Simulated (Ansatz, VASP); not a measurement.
Two plane-wave programs on Ni

```xyz
2
Lattice="2.3459 0.0000 0.0000 -1.1730 2.0316 0.0000 0.0000 0.0000 3.9029" Properties=species:S:1:pos:R:3 pbc="T T T"
Ni    0.0000    1.3544    0.9757
Ni    1.1730    0.6772    2.9272
```

Alike in both runs: task single point; functional r2SCAN; k mesh 13 × 13 × 7; occupations methfessel-paxton of order 1, width 0.02 eV; collinear spin.

|  | VASP | Ansatz |
| --- | --- | --- |
| version | VASP 6.6.1 | Ansatz 0.2.0 |
| potentials or method | VASP PAW PBE potentials, release 64 (Ni), cutoff 520 eV | plane waves, PAW |
| valence electrons in the cell | 20 | 36 |

VASP gave:

| Item | Value |
| --- | --- |
| net moment per atom (μB) | 0.63 |
| size of the moment on the site where the two differ most (μB) | 0.64 |

**Question.** Estimate Ansatz's values.

**Answer.** net moment per atom (μB): 0.64; size of the moment on the site where the two differ most (μB): 0.69.

VASP's potentials were made for PBE, not for r2SCAN. Site moments also hang on the region over which each program counts them. VASP's potentials hold 20 valence electrons a cell and Ansatz's 36, so a difference there can come from the potentials and not from the codes. Ansatz's warnings: stability check not made.
